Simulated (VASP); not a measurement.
**Al: single point with r2SCAN**

Crystal: Al.

```
CELL_PARAMETERS angstrom
-1.58326 1.58326 1.59122
1.58326 -1.58326 1.59122
1.58326 1.58326 -1.59122
ATOMIC_POSITIONS crystal
Al 0.00000 0.00000 0.00000
```

This cell differs from its parent crystal: strain -0.0050 x Voigt [1, 1, 0, 0, 0, 0].

```
Program             : VASP 6.6.1
Task                : single point
Functional          : r2SCAN
Potentials or basis : VASP PAW PBE potentials, release 64 (Al)
Cutoff              : 520 eV
k mesh              : 20 × 20 × 20
Occupations         : gaussian, width 0.15 eV
Spin                : no spin polarisation
```

```yaml
Pressure: 1.0 GPa
```

Stress tensor (GPa, compression positive):
```
0.89 0.00 0.00
0.00 0.89 0.00
0.00 0.00 1.28
```

Levels at points of the mesh, in eV from the Fermi level:
```csv
k point,band 1,band 2,band 3,band 4
"(0.00, 0.00, 0.00)",-12.10,14.20,14.20,14.33
"(0.50, 0.00, 0.00)",-4.86,-4.07,8.79,9.13
"(0.50, 0.50, 0.00)",-4.83,-4.02,8.68,9.02
"(0.50, 0.50, 0.50)",1.96,2.11,2.11,2.88
```

Run time: 3.9 min on 1 thread of AMD EPYC 7R43 64-Core Processor (Zen 3), with other jobs on the host, peak memory 0.14 GiB.

Caveat: the cell differs from its parent crystal (strain -0.0050 x Voigt [1, 1, 0, 0, 0, 0]); the PAW data sets were made with another functional, which shifts forces and pressure a little.
